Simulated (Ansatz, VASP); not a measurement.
Two plane-wave programs on Na

Contents of INCAR:

```
PREC = Accurate
ENCUT = 520
EDIFF = 1E-7
ISMEAR = 0
SIGMA = 0.1
LREAL = False
LASPH = True
NELM = 100
ALGO = Fast
ISIF = 2
LWAVE = False
LCHARG = True
GGA = PS
LELF = True
LVHAR = True
NBANDS = 22
```

The input KPOINTS:

```
regular mesh
0
Gamma
  4 4 4
```

Contents of POSCAR:

```
Na
1.0
    5.1742596558      0.0000000000      0.0000000000
    0.0000000000      5.1742596558      0.0000000000
    0.0000000000      0.0000000000      5.1742596558
Na
4
Direct
    0.8745680000      0.1254320000      0.6254320000
    0.3745680000      0.3745680000      0.3745680000
    0.1254320000      0.6254320000      0.8745680000
    0.6254320000      0.8745680000      0.1254320000
```

Input for Ansatz:

```yaml
crystal:
  lattice:
    - [5.1742596558, 0.0, 0.0]
    - [0.0, 5.1742596558, 0.0]
    - [0.0, 0.0, 5.1742596558]
  atoms:
    - { symbol: Na, position: [0.874568, 0.125432, 0.625432] }
    - { symbol: Na, position: [0.374568, 0.374568, 0.374568] }
    - { symbol: Na, position: [0.125432, 0.625432, 0.874568] }
    - { symbol: Na, position: [0.625432, 0.874568, 0.125432] }
basis:
  ecutwfc: 420
kpoints:
  mp_grid: { grid: [4, 4, 4] }
hamiltonian:
  xc: pbesol
scf:
  occupations: { method: gaussian, width: 0.1 }
output:
  forces: true
  stress: true
  eigenvalues: true
```

Alike in both runs: task single point; functional PBEsol; k mesh 4 × 4 × 4; occupations gaussian, width 0.1 eV; no spin polarisation.

```csv
,VASP,Ansatz
version,VASP 6.6.1,Ansatz 0.2.0
potentials or method,"VASP PAW PBE potentials, release 64 (Na_pv), cutoff 520 eV","scalar-relativistic, plane waves, PAW"
valence electrons in the cell,28,36
```

Ansatz gave:

| Property | Result |
| --- | --- |
| gap on the k mesh at the Fermi level (eV) | none |
| pressure (GPa) | 1.7 |

Estimate VASP's values.

gap on the k mesh at the Fermi level (eV): none; pressure (GPa): 1.6.

VASP's potentials were made for PBE, not for PBEsol. A gap of «none» marks a metal or a gap that the smearing closes. VASP's potentials hold 28 valence electrons a cell and Ansatz's 36, so a difference there can come from the potentials and not from the codes.
